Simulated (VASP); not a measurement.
# Si16O (a cell with a defect) in VASP: further runs, part 2 of 2

VASP 6.6.1.

### Step 3. Single point, PBE+D3(BJ), collinear spin, zero start

File INCAR:

```
  PREC = Accurate
  ENCUT = 520
  EDIFF = 1E-6
  ISMEAR = -1
  SIGMA = 0.05
  LREAL = Auto
  LASPH = True
  NELM = 150
  ALGO = Normal
  ISIF = 2
  LWAVE = False
  LCHARG = False
  ISPIN = 2
  MAGMOM = 0 0 0 0 0 0 0 0 0 0 0 0 0 0 0 0 0
  LORBIT = 11
  GGA = PE
  IVDW = 12
  NBANDS = 53
```

File KPOINTS:

```
regular mesh
0
Gamma
  2 2 2
```

File POSCAR:

```
Si16O
1.0
    0.0000000000      5.4300000000      5.4300000000
    5.4300000000      0.0000000000      5.4300000000
    5.4300000000      5.4300000000      0.0000000000
Si O
16 1
Direct
   -0.0106948435      0.0119246777     -0.0098688766
    0.1212492634      0.1333700737      0.1118877532
   -0.0131246777      0.0152670350      0.4872767956
    0.1147542357      0.1275094843      0.6163932781
   -0.0134879374      0.5080523941     -0.0178177716
    0.1137195212      0.6382699816      0.0945362799
    0.0017923573      0.4945606814      0.4630918048
    0.1520211786      0.6531303867      0.6221526703
    0.4953324125      0.0172860037     -0.0071139963
    0.6152910681      0.1457093002      0.1189174033
    0.4905917127      0.0284128913      0.4934581952
    0.6143053407      0.1550103131      0.6186972376
    0.4894785451      0.5203700737     -0.0003382136
    0.6145066298      0.6429694291      0.1275110497
    0.5245128913      0.5287537753      0.5021110497
    0.6436351750      0.6554992634      0.6272456722
    0.1939587477      0.5300158379      0.4716872928
```

Potentials or basis: VASP PAW PBE potentials, release 64 (Si, O).

Run with:

```
cat potpaw_PBE.64/Si/POTCAR potpaw_PBE.64/O/POTCAR > POTCAR
mpirun -np 1 vasp_std > vasp.out
```

OUTCAR:

```text
PREC = Accurate
   ENCUT = 520
   EDIFF = 1E-6
   ISMEAR = -1
   LREAL = Auto
   LASPH = True
   NELM = 150
   ISIF = 2
   ISPIN = 2
   LORBIT = 11
   GGA = PE
   IVDW = 12
 IVDW          = 12

 ion  position               nearest neighbor table
   1  0.989  0.012  0.990-   4 2.34  10 2.35   6 2.35   2 2.35
   2  0.121  0.133  0.112-   9 2.35   5 2.35   1 2.35   3 2.35
   3  0.987  0.015  0.487-   8 2.31   4 2.32  12 2.34   2 2.35
   4  0.115  0.128  0.616-   7 2.31   3 2.32   1 2.34  11 2.37
   5  0.987  0.508  0.982-   8 2.31   6 2.32  14 2.34   2 2.35
   6  0.114  0.638  0.095-   7 2.32   5 2.32   1 2.35  13 2.37
   7  0.002  0.495  0.463-  17 1.67   4 2.31   6 2.32  16 2.32   8 2.93
   8  0.152  0.653  0.622-  17 1.66   3 2.31   5 2.31  15 2.34   7 2.93
   9  0.495  0.017  0.993-   2 2.35  12 2.35  10 2.35  14 2.35
  10  0.615  0.146  0.119-   1 2.35   9 2.35  11 2.35  13 2.35
  11  0.491  0.028  0.493-  10 2.35  16 2.35  12 2.35   4 2.37
  12  0.614  0.155  0.619-   3 2.34   9 2.35  11 2.35  15 2.36
  13  0.489  0.520  1.000-  10 2.35  16 2.35  14 2.35   6 2.37
  14  0.615  0.643  0.128-   5 2.34   9 2.35  13 2.35  15 2.37
  15  0.525  0.529  0.502-  16 2.33   8 2.34  12 2.36  14 2.37
  16  0.644  0.655  0.627-   7 2.32  15 2.33  13 2.35  11 2.35
  17  0.194  0.530  0.472-   8 1.66   7 1.67

  LATTYP: Found a face centered cubic cell.
 ALAT       =    10.8600000000

  Lattice vectors:

 A1 = (   0.0000000000,   5.4300000000,   5.4300000000)
 A2 = (   5.4300000000,   0.0000000000,   5.4300000000)
 A3 = (   5.4300000000,   5.4300000000,   0.0000000000)

Analysis of symmetry for initial positions (statically):
=====================================================================
 Subroutine PRICEL returns:
 Original cell was already a primitive cell.

 Routine SETGRP: Setting up the symmetry group for a
 face centered cubic supercell.

 Subroutine GETGRP returns: Found  1 space group operations
 (whereof  1 operations were pure point group operations)
 out of a pool of 48 trial point group operations.

The static configuration has the point symmetry C_1 .

[... 601 lines left out ...]
 k-point     1 :       0.0000    0.0000    0.0000
  band No.  band energies     occupation
      1     -14.4788      1.00000
      2      -5.8172      1.00000
      3      -4.4104      1.00000
      4      -3.6975      1.00000
      5      -3.6767      1.00000
      6      -3.3205      1.00000
[... 389 lines left out ...]
     46      10.3470      0.00000
     47      10.4164      0.00000
 [bands above 47 left out]

------------------------ aborting loop because EDIFF is reached ----------------------------------------

 Edisp (eV)   -5.21710

 E8    (eV) :    -2.1449

  FORCE on cell =-STRESS in cart. coord.  units (eV):
  Direction    XX          YY          ZZ          XY          YZ          ZX
  --------------------------------------------------------------------------------------
  -------------------------------------------------------------------------------------
  Total       3.90118     4.60517     4.36008     2.99120     2.27084     3.11623
  in kB      19.51987    23.04237    21.81604    14.96672    11.36231    15.59229
  external pressure =       21.46 kB  Pullay stress =        0.00 kB

 VOLUME and BASIS-vectors are now :
 -----------------------------------------------------------------------------
  energy-cutoff  :      520.00
  volume of cell :      320.21
      direct lattice vectors                 reciprocal lattice vectors
     0.000000000  5.430000000  5.430000000    -0.092081031  0.092081031  0.092081031
     5.430000000  0.000000000  5.430000000     0.092081031 -0.092081031  0.092081031
     5.430000000  5.430000000  0.000000000     0.092081031  0.092081031 -0.092081031

 POSITION                                       TOTAL-FORCE (eV/Angst)
 -----------------------------------------------------------------------------------
      5.44116     10.74834      5.43668        -0.006244     -0.005101     -0.012961
      1.33175      1.26593      1.38258         0.008643     -0.001188     -0.021760
      2.72881      8.00465      5.44163        -0.032798      0.001182     -0.052860
      4.03939      3.97013      1.31549        -0.022482     -0.006067     -0.047612
      8.09197     10.69001      8.11548        -0.036717     -0.062298     -0.001621
      3.97914      1.13083      4.08330        -0.044341     -0.067865     -0.022055
[... 9 lines left out ...]
      6.96531      6.90088      7.05430         0.058161      0.103841      0.104516
      5.43925      3.61446      3.93118        -0.041886     -0.140235     -0.090064
 -----------------------------------------------------------------------------------
    total drift:                                0.002876     -0.001592     -0.000878

  FREE ENERGIE OF THE ION-ELECTRON SYSTEM (eV)
  ---------------------------------------------------
  free  energy   TOTEN  =       -97.8777690214 eV

  energy  without entropy=      -97.8762917176  energy(sigma->0) =      -97.87703037

 total charge

# of ion       s       p       d       tot
------------------------------------------
    1        0.738   0.958   0.000   1.696
    2        0.739   0.954   0.000   1.692
    3        0.743   0.982   0.000   1.726
    4        0.745   0.976   0.000   1.721
    5        0.744   0.981   0.000   1.725
    6        0.747   0.969   0.000   1.716
[... 9 lines left out ...]
   16        0.744   0.970   0.000   1.714
   17        1.577   3.601   0.000   5.178
--------------------------------------------------
tot         13.455  18.955   0.000  32.411

 magnetization (x)

# of ion       s       p       d       tot
------------------------------------------
    1       -0.000  -0.000   0.000  -0.000
    2       -0.000  -0.000   0.000  -0.000
    3        0.000   0.000   0.000   0.000
    4       -0.000  -0.000   0.000  -0.000
    5       -0.000  -0.000   0.000  -0.000
    6        0.000   0.000   0.000   0.000
[... 9 lines left out ...]
   16        0.000   0.000   0.000   0.000
   17       -0.000  -0.000   0.000  -0.000
--------------------------------------------------
tot         -0.000  -0.000   0.000  -0.000
```

OSZICAR:

```text
N       E                     dE             d eps       ncg     rms          rms(c)
DAV:   1     0.193753751651E+03    0.19375E+03   -0.27360E+04  1696   0.110E+03
DAV:   2    -0.755247319333E+02   -0.26928E+03   -0.25295E+03  2071   0.176E+02
DAV:   3    -0.954975471762E+02   -0.19973E+02   -0.19712E+02  2142   0.452E+01
DAV:   4    -0.958810431580E+02   -0.38350E+00   -0.38256E+00  2136   0.741E+00
DAV:   5    -0.958886032943E+02   -0.75601E-02   -0.75556E-02  2158   0.100E+00    0.170E+01
DAV:   6    -0.929466547365E+02    0.29419E+01   -0.77816E+00  2419   0.138E+01    0.101E+01
DAV:   7    -0.927476716913E+02    0.19898E+00   -0.30852E+00  1907   0.562E+00    0.430E+00
DAV:   8    -0.926824647842E+02    0.65207E-01   -0.82184E-01  2331   0.436E+00    0.141E+00
DAV:   9    -0.926505849523E+02    0.31880E-01   -0.27543E-01  2432   0.264E+00    0.342E-01
DAV:  10    -0.926616166153E+02   -0.11032E-01   -0.10344E-01  1936   0.104E+00    0.450E-01
DAV:  11    -0.926598657305E+02    0.17509E-02   -0.13560E-02  2504   0.611E-01    0.110E-01
DAV:  12    -0.926605782197E+02   -0.71249E-03   -0.38207E-03  1952   0.223E-01    0.557E-02
DAV:  13    -0.926606445411E+02   -0.66321E-04   -0.25237E-04  2096   0.549E-02    0.296E-02
DAV:  14    -0.926606643191E+02   -0.19778E-04   -0.40545E-05  2456   0.329E-02    0.203E-02
DAV:  15    -0.926606653623E+02   -0.10432E-05   -0.12435E-05  2048   0.142E-02    0.132E-02
DAV:  16    -0.926606643590E+02    0.10033E-05   -0.78580E-06  1968   0.107E-02    0.502E-03
DAV:  17    -0.926606642758E+02    0.83191E-07   -0.86220E-07  1235   0.346E-03
   1 F= -.97877769E+02 E0= -.97877030E+02  d E =-.147730E-02  mag=    -0.0000
```

Wall time 7.8 min (1 thread of Intel Xeon Platinum 8488C (Sapphire Rapids), shared host); peak memory 0.71 GiB.

Results:

```yaml
Free_energy: -97.8778 eV
Pressure: 2.1 GPa
Largest_force: 0.252 eV/Å
Band_gap_on_the_k_mesh: 0.48 eV
Net_moment: 0.00 μB per cell
Valence_electrons_inside_the_program's_atomic_spheres: Si 1.70, 1.69, 1.73, 1.72, 1.71 (each value once); O 5.18
Dispersion_energy_per_atom: -0.307 eV
```

Forces on the atoms (eV/Å):
```
Si  -0.006 -0.005 -0.013
Si   0.009 -0.001 -0.022
Si  -0.033  0.001 -0.053
Si  -0.022 -0.006 -0.048
Si  -0.037 -0.062 -0.002
Si  -0.044 -0.068 -0.022
Si  -0.082 -0.099 -0.095
Si  -0.020  0.185  0.170
Si   0.019 -0.006 -0.007
Si   0.003  0.000 -0.005
Si   0.029 -0.005  0.020
Si   0.034 -0.007  0.001
Si   0.023  0.012 -0.014
Si   0.039  0.009 -0.023
Si   0.073  0.090  0.096
Si   0.058  0.104  0.105
O   -0.042 -0.140 -0.090
```

Caveat: the k points lie up to 0.50 Å⁻¹ apart.

### Step 4. Single point, PBE+D3(BJ), collinear spin, zero start

File INCAR:

```
ALGO     = Normal         # electronic algorithm
EDIFF    = 1E-6           # SCF threshold, eV
ENCUT    = 520            # plane-wave cutoff, eV
GGA      = PE             # functional
ISIF     = 2              # what is computed and relaxed
ISMEAR   = -1             # smearing method
ISPIN    = 2              # spin polarisation
IVDW     = 12             # dispersion correction
LASPH    = T              # aspherical terms in the spheres
LCHARG   = F              # write CHGCAR
LORBIT   = 11             # projections on sites
LREAL    = Auto         
LWAVE    = F              # write WAVECAR
MAGMOM   = 0 0 0 0 0 0 0 0 0 0 0 0 0 0 0 0 0 # initial moments
NBANDS   = 53             # bands
NELM     = 150            # most SCF steps
PREC     = Accurate       # precision mode
SIGMA    = 0.05           # smearing width, eV
```

File KPOINTS:

```
k-points
0
Gamma
  2 2 2
```

File POSCAR:

```
Si16O
1.0
    0.0000000000      5.4300000000      5.4300000000
    5.4300000000      0.0000000000      5.4300000000
    5.4300000000      5.4300000000      0.0000000000
Si O
16 1
Direct
   -0.0044140884      0.0169336096     -0.0078562615
    0.1335239411      0.1337324125      0.1115432781
    0.0105465009      0.0140743094      0.4868984346
    0.1137093923      0.1526467772      0.6179360958
    0.0220101289      0.5086038674     -0.0186994475
    0.1163983425      0.6426138122      0.1252027624
   -0.0541854512      0.5262703499      0.4994051565
    0.0704537753      0.6521082873      0.6212731123
    0.5086380295      0.0132400552     -0.0095019337
    0.6212295580      0.1461345304      0.1189814917
    0.4891442910      0.0292700737      0.4935175875
    0.6412574586      0.1298440147      0.6169506446
    0.4918578269      0.5207662983      0.0002351750
    0.6524340700      0.6397744015      0.0966602210
    0.5381107735      0.4973790976      0.4654984346
    0.5746813076      0.6565873849      0.6279965930
    0.3039651013      0.5281113260      0.4728348987
```

Potentials or basis: VASP PAW PBE potentials, release 64 (Si, O).

Run with:

```
cat potpaw_PBE.64/Si/POTCAR potpaw_PBE.64/O/POTCAR > POTCAR
mpirun -np 1 vasp_std > vasp.out
```

OUTCAR:

```text
EDIFF = 1E-6
   ENCUT = 520
   GGA = PE
   ISIF = 2
   ISMEAR = -1
   ISPIN = 2
   IVDW = 12
   LASPH = T
   LORBIT = 11
   LREAL = Auto
   NELM = 150
   PREC = Accurate
 IVDW          = 12

 ion  position               nearest neighbor table
   1  0.996  0.017  0.992-   4 2.35   2 2.35  10 2.35   6 2.35
   2  0.134  0.134  0.112-   1 2.35   5 2.35   9 2.35   3 2.35
   3  0.011  0.014  0.487-   8 2.31  12 2.32   4 2.34   2 2.35
   4  0.114  0.153  0.618-   3 2.34   1 2.35  11 2.35   7 2.36
   5  0.022  0.509  0.981-   8 2.31  14 2.32   6 2.34   2 2.35
   6  0.116  0.643  0.125-   5 2.34   1 2.35  13 2.35   7 2.37
   7  0.946  0.526  0.499-  16 2.33   8 2.33   4 2.36   6 2.37
   8  0.070  0.652  0.621-  17 1.66   3 2.31   5 2.31   7 2.33  15 2.93
   9  0.509  0.013  0.990-  12 2.34  14 2.35  10 2.35   2 2.35
  10  0.621  0.146  0.119-   9 2.35   1 2.35  11 2.35  13 2.35
  11  0.489  0.029  0.494-  10 2.35  16 2.35   4 2.35  12 2.37
  12  0.641  0.130  0.617-  15 2.31   3 2.32   9 2.34  11 2.37
  13  0.492  0.521  0.000-  10 2.35  16 2.35   6 2.35  14 2.37
  14  0.652  0.640  0.097-  15 2.32   5 2.32   9 2.35  13 2.37
  15  0.538  0.497  0.465-  17 1.67  12 2.31  16 2.31  14 2.32   8 2.93
  16  0.575  0.657  0.628-  15 2.31   7 2.33  13 2.35  11 2.35
  17  0.304  0.528  0.473-   8 1.66  15 1.67

  LATTYP: Found a face centered cubic cell.
 ALAT       =    10.8600000000

  Lattice vectors:

 A1 = (   0.0000000000,   5.4300000000,   5.4300000000)
 A2 = (   5.4300000000,   0.0000000000,   5.4300000000)
 A3 = (   5.4300000000,   5.4300000000,   0.0000000000)

Analysis of symmetry for initial positions (statically):
=====================================================================
 Subroutine PRICEL returns:
 Original cell was already a primitive cell.

 Routine SETGRP: Setting up the symmetry group for a
 face centered cubic supercell.

 Subroutine GETGRP returns: Found  1 space group operations
 (whereof  1 operations were pure point group operations)
 out of a pool of 48 trial point group operations.
[... 599 lines left out ...]
     47      10.4446      0.00000
 Fermi energy:         6.1426092775

 spin component 2

 k-point     1 :       0.0000    0.0000    0.0000
  band No.  band energies     occupation
      1     -14.4651      1.00000
      2      -5.8176      1.00000
      3      -4.4016      1.00000
      4      -3.6993      1.00000
      5      -3.6753      1.00000
      6      -3.3234      1.00000
[... 389 lines left out ...]
     46      10.3022      0.00000
     47      10.4446      0.00000
 [bands above 47 left out]

------------------------ aborting loop because EDIFF is reached ----------------------------------------

 Edisp (eV)   -5.21709

 E8    (eV) :    -2.1449

  FORCE on cell =-STRESS in cart. coord.  units (eV):
  Direction    XX          YY          ZZ          XY          YZ          ZX
  --------------------------------------------------------------------------------------
  -------------------------------------------------------------------------------------
  Total       3.91308     4.35749     4.57456    -3.08209     2.22138    -2.97728
  in kB      19.57942    21.80304    22.88920   -15.42147    11.11485   -14.89709
  external pressure =       21.42 kB  Pullay stress =        0.00 kB

 VOLUME and BASIS-vectors are now :
 -----------------------------------------------------------------------------
  energy-cutoff  :      520.00
  volume of cell :      320.21
      direct lattice vectors                 reciprocal lattice vectors
     0.000000000  5.430000000  5.430000000    -0.092081031  0.092081031  0.092081031
     5.430000000  0.000000000  5.430000000     0.092081031 -0.092081031  0.092081031
     5.430000000  5.430000000  0.000000000     0.092081031  0.092081031 -0.092081031

 POSITION                                       TOTAL-FORCE (eV/Angst)
 -----------------------------------------------------------------------------------
      5.47929     10.79337      5.49798         0.020429      0.008560      0.006472
      1.33185      1.33072      1.45120         0.007936      0.013388      0.005305
      2.72028      2.70113      0.13369        -0.030096      0.060358     -0.003321
      4.18427      3.97284      1.44631         0.045681     -0.022372      0.011775
      8.09018      5.44798      2.88123        -0.042743      0.014550      0.068007
      4.16924      1.31189      4.12144         0.044670      0.021979     -0.017123
[... 9 lines left out ...]
      6.97529      6.53054      6.68579         0.060903     -0.109066     -0.102870
      5.43514      4.21802      4.51818         0.003337      0.118125      0.162335
 -----------------------------------------------------------------------------------
    total drift:                                0.000284     -0.004180      0.000514

  FREE ENERGIE OF THE ION-ELECTRON SYSTEM (eV)
  ---------------------------------------------------
  free  energy   TOTEN  =       -97.8737184627 eV

  energy  without entropy=      -97.8722634565  energy(sigma->0) =      -97.87299096

 total charge

# of ion       s       p       d       tot
------------------------------------------
    1        0.738   0.962   0.000   1.700
    2        0.739   0.954   0.000   1.693
    3        0.743   0.982   0.000   1.725
    4        0.741   0.951   0.000   1.692
    5        0.743   0.981   0.000   1.724
    6        0.742   0.947   0.000   1.689
[... 9 lines left out ...]
   16        0.744   0.970   0.000   1.714
   17        1.577   3.599   0.000   5.176
--------------------------------------------------
tot         13.456  18.953   0.000  32.409

 magnetization (x)

# of ion       s       p       d       tot
------------------------------------------
    1       -0.000  -0.000   0.000  -0.000
    2        0.000   0.000   0.000   0.000
    3        0.000  -0.000   0.000  -0.000
    4        0.000   0.000   0.000   0.000
    5        0.000  -0.000   0.000   0.000
    6       -0.000  -0.000   0.000  -0.000
[... 9 lines left out ...]
   16        0.000   0.000   0.000   0.000
   17       -0.000  -0.000   0.000  -0.000
--------------------------------------------------
tot         -0.000  -0.000   0.000  -0.000
```

OSZICAR:

```text
N       E                     dE             d eps       ncg     rms          rms(c)
DAV:   1     0.193568095473E+03    0.19357E+03   -0.27365E+04  1696   0.110E+03
DAV:   2    -0.756719757238E+02   -0.26924E+03   -0.25308E+03  2076   0.176E+02
DAV:   3    -0.954978864910E+02   -0.19826E+02   -0.19569E+02  2131   0.450E+01
DAV:   4    -0.958716413696E+02   -0.37375E+00   -0.37269E+00  2160   0.736E+00
DAV:   5    -0.958793243234E+02   -0.76830E-02   -0.76803E-02  2163   0.100E+00    0.169E+01
DAV:   6    -0.929421422243E+02    0.29372E+01   -0.77273E+00  2392   0.138E+01    0.101E+01
DAV:   7    -0.927438544722E+02    0.19829E+00   -0.30855E+00  1931   0.563E+00    0.431E+00
DAV:   8    -0.926791604509E+02    0.64694E-01   -0.82928E-01  2336   0.438E+00    0.142E+00
DAV:   9    -0.926464789369E+02    0.32682E-01   -0.27918E-01  2462   0.266E+00    0.340E-01
DAV:  10    -0.926575362064E+02   -0.11057E-01   -0.10280E-01  1928   0.104E+00    0.447E-01
DAV:  11    -0.926558461418E+02    0.16901E-02   -0.13523E-02  2483   0.610E-01    0.108E-01
DAV:  12    -0.926565430948E+02   -0.69695E-03   -0.37335E-03  1960   0.225E-01    0.512E-02
DAV:  13    -0.926566088311E+02   -0.65736E-04   -0.24362E-04  2099   0.541E-02    0.282E-02
DAV:  14    -0.926566271852E+02   -0.18354E-04   -0.40745E-05  2448   0.307E-02    0.215E-02
DAV:  15    -0.926566275605E+02   -0.37535E-06   -0.10723E-05  2043   0.142E-02    0.131E-02
DAV:  16    -0.926566268260E+02    0.73454E-06   -0.79638E-06  1984   0.105E-02
   1 F= -.97873718E+02 E0= -.97872991E+02  d E =-.145501E-02  mag=    -0.0000
```

Run time: 9.2 min. Hardware: 1 thread of Intel Xeon Platinum 8488C (Sapphire Rapids), shared host; peak memory 0.69 GiB.

Results:

```
Free energy                                           : -97.8737 eV
Pressure                                              : 2.1 GPa
Largest force                                         : 0.205 eV/Å
Band gap on the k mesh                                : 0.49 eV
Net moment                                            : 0.00 μB per cell
Valence electrons inside the program's atomic spheres : Si 1.70, 1.69, 1.73, 1.72, 1.71 (each value once); O 5.18
Dispersion energy per atom                            : -0.307 eV
```

Forces in eV/Å, atoms in the order of the input:
```
Si   0.020  0.009  0.006
Si   0.008  0.013  0.005
Si  -0.030  0.060 -0.003
Si   0.046 -0.022  0.012
Si  -0.043  0.015  0.068
Si   0.045  0.022 -0.017
Si   0.111 -0.102 -0.106
Si  -0.046 -0.136 -0.147
Si   0.000  0.009  0.003
Si   0.007  0.004  0.000
Si   0.034 -0.025  0.002
Si  -0.039  0.041  0.011
Si   0.030  0.005 -0.024
Si  -0.047  0.018  0.050
Si  -0.160  0.080  0.080
Si   0.061 -0.109 -0.103
O    0.003  0.118  0.162
```

Caveat: the k points lie up to 0.50 Å⁻¹ apart.

### Step 5. Summary

| cell | gap on the mesh (eV) | pressure (GPa) | moment (μB) | largest force (eV/Å) |
| --- | --- | --- | --- | --- |
| as given, atomic positions A | 0.49 | 1.7 | 0.00 | 0.07 |
| as given, atomic positions B | 0.48 | 2.1 | 0.00 | 0.25 |
| as given, atomic positions C | 0.49 | 2.1 | 0.00 | 0.21 |

Alike in all rows: task single point; level PBE+D3(BJ); potentials or basis VASP PAW PBE potentials, release 64 (Si, O); spin collinear, zero start; k mesh 2 × 2 × 2; cutoff (eV) 520; smearing fermi-dirac 0.05 eV.

Caveats: all runs use coarse meshes.

Total energies depend on the potentials used, so only differences within one code and one set of settings carry meaning.
